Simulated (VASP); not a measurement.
Al3N, 4 atoms in the cell. The cell holds a slab with vacuum, 4 atoms: a = 2.857 Å, b = 2.857 Å, c = 21.601 Å, α = 90.00°, β = 90.00°, γ = 120.00°. 

```yaml
Program: VASP 6.6.1
Task: single point
Functional: PBE
Potentials_or_basis: VASP PAW PBE potentials, release 64 (Al, N)
Cutoff: 520 eV
k_mesh: 9 × 9 × 1
Occupations: gaussian, width 0.1 eV
Spin: collinear spin, ferromagnetic start
Starting_moments: "[0.0, 0.0, 0.0, 3.0] μB"
Dipole_correction: yes
Further_INCAR_settings: ALGO = Normal; EDIFF = 1e-06; NBANDS = 19
```

Potentials or basis: VASP PAW PBE potentials, release 64 (Al, N).

The run is started by

```console
$ cat potpaw_PBE.64/Al/POTCAR potpaw_PBE.64/N/POTCAR > POTCAR
$ mpirun -np 1 vasp_std > vasp.out
```

Hardware: 1 thread of Intel Xeon 6975P-C, on a shared host.

Question: How long does it take, and how much memory?

Answer: It took 8.4 min on 1 thread of Intel Xeon 6975P-C, with other jobs on the host, peak memory 0.46 GiB. Counts: scf iterations 31, k points 41.
